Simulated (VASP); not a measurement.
# TlRu2 (Fm-3m) in VASP: a series of runs, part 2 of 2

VASP 6.6.1. Earlier steps stand in the parts before.

## (5) Single point, PBE

This run uses another cell than the first one, of 19.74 Å³/atom.

Contents of INCAR:

```
SYSTEM = TlRu2
ALGO = Fast
EDIFF = 1E-6
ENCUT = 520
GGA = PE
ISIF = 2
ISMEAR = 0
LASPH = .True.
LCHARG = .False.
LREAL = .False.
LWAVE = .False.
NBANDS = 28
NELM = 60
PREC = Accurate
SIGMA = 0.1
```

Contents of KPOINTS:

```
k-points
0
Gamma
  14 14 14
  0 0 0
```

Contents of POSCAR:

```
TlRu2
1.0
    0.0000000000      3.0937074126      3.0937074126
    3.0937074126      0.0000000000      3.0937074126
    3.0937074126      3.0937074126      0.0000000000
Tl Ru
1 2
Direct
    0.0000000000      0.0000000000      0.0000000000
    0.2500000000      0.2500000000      0.2500000000
    0.7500000000      0.7500000000      0.7500000000
```

Potentials or basis: VASP PAW PBE potentials, release 64 (Tl_d, Ru_pv).

Command:

```
cat potpaw_PBE.64/Tl_d/POTCAR potpaw_PBE.64/Ru_pv/POTCAR > POTCAR
mpirun -np 1 vasp_std > vasp.out
```

OUTCAR:

```text
SYSTEM = TlRu2
   EDIFF = 1E-6
   ENCUT = 520
   GGA = PE
   ISIF = 2
   ISMEAR = 0
   LASPH = .True.
   LREAL = .False.
   NELM = 60
   PREC = Accurate

 ion  position               nearest neighbor table
   1  0.000  0.000  0.000-   3 2.68   3 2.68   3 2.68   2 2.68   2 2.68   2 2.68   3 2.68   2 2.68

   2  0.250  0.250  0.250-   1 2.68   1 2.68   1 2.68   1 2.68   3 3.09   3 3.09   3 3.09   3 3.09
                             3 3.09   3 3.09
   3  0.750  0.750  0.750-   1 2.68   1 2.68   1 2.68   1 2.68   2 3.09   2 3.09   2 3.09   2 3.09
                             2 3.09   2 3.09

  LATTYP: Found a face centered cubic cell.
 ALAT       =     6.1874148252

  Lattice vectors:

 A1 = (   0.0000000000,   3.0937074126,   3.0937074126)
 A2 = (   3.0937074126,   0.0000000000,   3.0937074126)
 A3 = (   3.0937074126,   3.0937074126,   0.0000000000)

Analysis of symmetry for initial positions (statically):
=====================================================================
 Subroutine PRICEL returns:
 Original cell was already a primitive cell.

 Routine SETGRP: Setting up the symmetry group for a
 face centered cubic supercell.

 Subroutine GETGRP returns: Found 48 space group operations
 (whereof 48 operations were pure point group operations)
 out of a pool of 48 trial point group operations.

The static configuration has the point symmetry O_h .

Analysis of symmetry for dynamics (positions and initial velocities):
=====================================================================
 Subroutine PRICEL returns:
 Original cell was already a primitive cell.

 Routine SETGRP: Setting up the symmetry group for a
 face centered cubic supercell.

 Subroutine GETGRP returns: Found 48 space group operations
 (whereof 48 operations were pure point group operations)
[... 119 lines left out ...]
   ISMEAR =     0;   SIGMA  =   0.10  broadening in eV -4-tet -1-fermi 0-gaus
   EFERMI_NEDOS =   21; number of points for ismear=-14 and -15
   IALGO  =     68    algorithm
   IMIX   =      4    mixing-type and parameters
     AMIX     =   0.40;   BMIX     =  1.00
     AMIX_MAG =   1.60;   BMIX_MAG =  1.00
  volume/ion in A,a.u.               =      19.74       133.21
  Fermi-wavevector in a.u.,A,eV,Ry     =   1.448261  2.736817 28.537681  2.097460
  Thomas-Fermi vector in A             =   2.566122
   LORBIT       =      0    0 simple, 1 ext, 2 COOP (PROOUT), +10 PAW based schemes
   GGA     = PE    functional components
   LHFCALC =     F    Hartree Fock is set to
   AEXX    =    0.0000 exact exchange contribution
   IVDW    =     0    specifies the selected vdW correction
   LEPSILON=     F    determine dielectric tensor
   LRPA    =     F    only Hartree local field effects (RPA)
 non-spin polarized calculation
 RMM-DIIS sequential band-by-band and
 Gauss-broadening in eV      SIGMA  =   0.10
  energy-cutoff  :      520.00
  volume of cell :       59.22
 maximum number of plane-waves:      1639
 NGX is ok and might be reduce to    36
   NGX = 17   NGY = 17   NGZ = 17

 number of electron      41.0000007 magnetization

 Free energy of the ion-electron system (eV)
  ---------------------------------------------------
  ext. energy  EPLUGINS =         0.00000000
  ---------------------------------------------------
  free energy    TOTEN  =       -16.35766910 eV

  energy without entropy =      -16.32389883  energy(sigma->0) =      -16.34078397

 E-fermi :   7.9526     XC(G=0): -11.7795

 val. band max:        7.9524144592   @ k =   0.2857   0.1429   0.0714
 cond. band min:       7.9573241016   @ k =  -0.3571   0.2857   0.1429
 fundamental gap:      0.0049096423
 Fermi energy:         7.9526248894

 k-point     1 :       0.0000    0.0000    0.0000
  band No.  band energies     occupation
      1     -34.0930      2.00000
      2     -34.0930      2.00000
      3     -34.0930      2.00000
      4     -33.9828      2.00000
      5     -33.9828      2.00000
      6     -33.9828      2.00000
[... 733 lines left out ...]
     27      16.0037      0.00000
     28      17.6232      0.00000

 [... further k-points ...]

------------------------ aborting loop because EDIFF is reached ----------------------------------------

  FORCE on cell =-STRESS in cart. coord.  units (eV):
  Direction    XX          YY          ZZ          XY          YZ          ZX
  --------------------------------------------------------------------------------------
  -------------------------------------------------------------------------------------
  Total        0.0065026      0.0065026      0.0065026      0.0000000      0.0000000      0.0000000
  in kB        0.1759266      0.1759266      0.1759266      0.0000000      0.0000000      0.0000000
  external PRESSURE =       0.1759266 kB  Pullay stress =       0.0000000 kB

 VOLUME and BASIS-vectors are now :
 -----------------------------------------------------------------------------
  energy-cutoff  :      520.00
  volume of cell :       59.22
      direct lattice vectors                 reciprocal lattice vectors
     0.000000000  3.093707413  3.093707413    -0.161618386  0.161618386  0.161618386
     3.093707413  0.000000000  3.093707413     0.161618386 -0.161618386  0.161618386
     3.093707413  3.093707413  0.000000000     0.161618386  0.161618386 -0.161618386

 POSITION                                       TOTAL-FORCE (eV/Angst)
 -----------------------------------------------------------------------------------
      0.00000      0.00000      0.00000         0.000000     -0.000000     -0.000000
      1.54685      1.54685      1.54685        -0.000000     -0.000000     -0.000000
      4.64056      4.64056      4.64056         0.000000      0.000000      0.000000
 -----------------------------------------------------------------------------------
    total drift:                                0.000000      0.000000      0.000000

  FREE ENERGIE OF THE ION-ELECTRON SYSTEM (eV)
  ---------------------------------------------------
  free  energy   TOTEN  =       -16.3576691036 eV

  energy  without entropy=      -16.3238988328  energy(sigma->0) =      -16.34078397
```

OSZICAR:

```text
N       E                     dE             d eps       ncg     rms          rms(c)
DAV:   1     0.388295827774E+03    0.38830E+03   -0.24132E+04  5904   0.148E+03
DAV:   2    -0.737197942006E+01   -0.39567E+03   -0.38766E+03  6108   0.438E+02
DAV:   3    -0.169314258431E+02   -0.95594E+01   -0.94047E+01  6536   0.707E+01
DAV:   4    -0.170269756345E+02   -0.95550E-01   -0.95489E-01  7180   0.663E+00
DAV:   5    -0.170285916380E+02   -0.16160E-02   -0.16159E-02  6636   0.831E-01    0.147E+01
RMM:   6    -0.164071926457E+02    0.62140E+00   -0.21574E+00  5834   0.961E+00    0.701E+00
RMM:   7    -0.163636608636E+02    0.43532E-01   -0.18327E-01  6004   0.270E+00    0.441E+00
RMM:   8    -0.163590786306E+02    0.45822E-02   -0.38021E-02  6219   0.128E+00    0.912E-01
RMM:   9    -0.163576484726E+02    0.14302E-02   -0.98100E-03  6154   0.619E-01    0.177E-01
RMM:  10    -0.163576714476E+02   -0.22975E-04   -0.71010E-04  6711   0.160E-01    0.420E-02
RMM:  11    -0.163576764033E+02   -0.49557E-05   -0.12838E-04  6569   0.738E-02    0.366E-02
RMM:  12    -0.163576672491E+02    0.91542E-05   -0.56325E-05  6642   0.477E-02    0.245E-03
RMM:  13    -0.163576689563E+02   -0.17073E-05   -0.16017E-05  6688   0.192E-02    0.216E-03
RMM:  14    -0.163576691036E+02   -0.14721E-06   -0.17124E-06  4596   0.738E-03
   1 F= -.16357669E+02 E0= -.16340784E+02  d E =-.337703E-01
```

stdout:

```text
POSCAR found type information on POSCAR TlRu
 POSCAR found :  2 types and       3 ions
 scaLAPACK will be used
 LDA part: xc-table for (Slater+PW92), standard interpolation
 POSCAR, INCAR and KPOINTS ok, starting setup
 FFT: planning ... GRIDC
 FFT: planning ... GRID_SOFT
 FFT: planning ... GRID
 WAVECAR not read
 entering main loop
```

It took 5 min on 1 thread of Intel Xeon 8259CL, shared host; peak memory 0.32 GiB.

What came out:

```yaml
Free_energy: -16.3577 eV
Pressure: 0.0 GPa
Band_gap_on_the_k_mesh: zero (an odd number of electrons rules out a gap without spin polarisation)
```

Caveat: spin-orbit coupling is left out, which moves the levels of the heavy elements.

## (6) Relaxation of cell and atoms, PBE

This run uses another cell than the first one, of 19.76 Å³/atom.

Contents of INCAR:

```
SYSTEM = TlRu2
PREC = Accurate
ENCUT = 600
EDIFF = 1E-6
ISMEAR = 0
SIGMA = 0.1
LREAL = .False.
LASPH = .True.
NELM = 60
ALGO = Fast
ISIF = 3
LWAVE = .False.
LCHARG = .False.
GGA = PE
IBRION = 2
NSW = 100
EDIFFG = -0.01
```

Contents of KPOINTS:

```
Automatic mesh
0
Gamma
  14 14 14
  0 0 0
```

Contents of POSCAR:

```
TlRu2
1.0
    0.0000000000      3.0947512188      3.0947512188
    3.0947512188      0.0000000000      3.0947512188
    3.0947512188      3.0947512188      0.0000000000
Tl Ru
1 2
Direct
    0.0000000000      0.0000000000      0.0000000000
    0.2500000000      0.2500000000      0.2500000000
    0.7500000000      0.7500000000      0.7500000000
```

Potentials or basis: VASP PAW PBE potentials, release 64 (Tl_d, Ru_pv).

Command:

```
cat potpaw_PBE.64/Tl_d/POTCAR potpaw_PBE.64/Ru_pv/POTCAR > POTCAR
mpirun -np 1 vasp_std > vasp.out
```

It took 8 min on 1 thread of Intel Xeon 8259CL, shared host; peak memory 0.35 GiB.

It converged, with:

```
Free energy                           : -16.3579 eV
Relaxed volume                        : 19.74 Å³/atom
Relaxed cell                          : a = 4.375 Å, b = 4.375 Å, c = 4.375 Å, α = 60.00°, β = 60.00°, γ = 60.00°
Space group after relaxing (to 0.1 Å) : Fm-3m (No. 225)
Energy gained by relaxing             : 0.0 meV/atom
Ionic steps                           : 3
Pressure after relaxing               : 0.0 GPa
Band gap on the k mesh                : zero (an odd number of electrons rules out a gap without spin polarisation)
```

Final structure:
```cif
data_structure
_symmetry_space_group_name_H-M 'P 1'
_symmetry_Int_Tables_number 1
_cell_length_a 4.3752
_cell_length_b 4.3752
_cell_length_c 4.3752
_cell_angle_alpha 60.000
_cell_angle_beta 60.000
_cell_angle_gamma 60.000
_cell_volume 59.22
loop_
_atom_site_label
_atom_site_type_symbol
_atom_site_fract_x
_atom_site_fract_y
_atom_site_fract_z
_atom_site_occupancy
Tl1 Tl 0.00000 0.00000 0.00000 1
Ru1 Ru 0.25000 0.25000 0.25000 1
Ru2 Ru 0.75000 0.75000 0.75000 1
```

Levels at points of the mesh, in eV from the Fermi level:
| k point | band 16 | band 17 | band 18 | band 19 | band 20 | band 21 | band 22 | band 23 | band 24 |
| --- | --- | --- | --- | --- | --- | --- | --- | --- | --- |
| (0.00, 0.00, 0.00) | -2.26 | -2.26 | 0.39 | 0.39 | 0.39 | 1.20 | 1.20 | 4.87 | 7.29 |
| (0.50, 0.00, 0.00) | -1.14 | -1.14 | -0.98 | -0.98 | -0.86 | -0.44 | -0.44 | 0.32 | 6.19 |
| (0.50, 0.50, 0.00) | -1.34 | -1.34 | -1.32 | -0.20 | -0.20 | 0.21 | 1.13 | 1.19 | 1.19 |

Caveat: spin-orbit coupling is left out, which moves the levels of the heavy elements.

## (7) Summary

```tsv
task	cell	k mesh	cutoff (eV)	gap on the mesh (eV)	pressure (GPa)	relaxed volume (Å³/atom)
single point	a = 4.239 Å, angles 60.0°, 3 atoms	6 × 6 × 6	520	none	16.2	-
single point	a = 4.377 Å, angles 60.0°, 3 atoms	6 × 6 × 6	520	none	-0.1	-
relaxation of cell and atoms	relaxed from a = 4.239 Å, angles 60.0°, 3 atoms	6 × 6 × 6	600	none	-0.1	19.76
single point	a = 4.375 Å, angles 60.0°, 3 atoms	14 × 14 × 14	520	none	0.0	-
relaxation of cell and atoms	relaxed from a = 4.377 Å, angles 60.0°, 3 atoms	14 × 14 × 14	600	none	0.0	19.74
```

Alike in all rows: level PBE; potentials or basis VASP PAW PBE potentials, release 64 (Tl_d, Ru_pv); no spin polarisation; smearing gaussian 0.1 eV.

Caveats: spin-orbit coupling is left out, which moves the levels of the heavy elements; the cell stands under pressure (at least some runs).

Absolute energies hang on the potentials; compare differences alone.
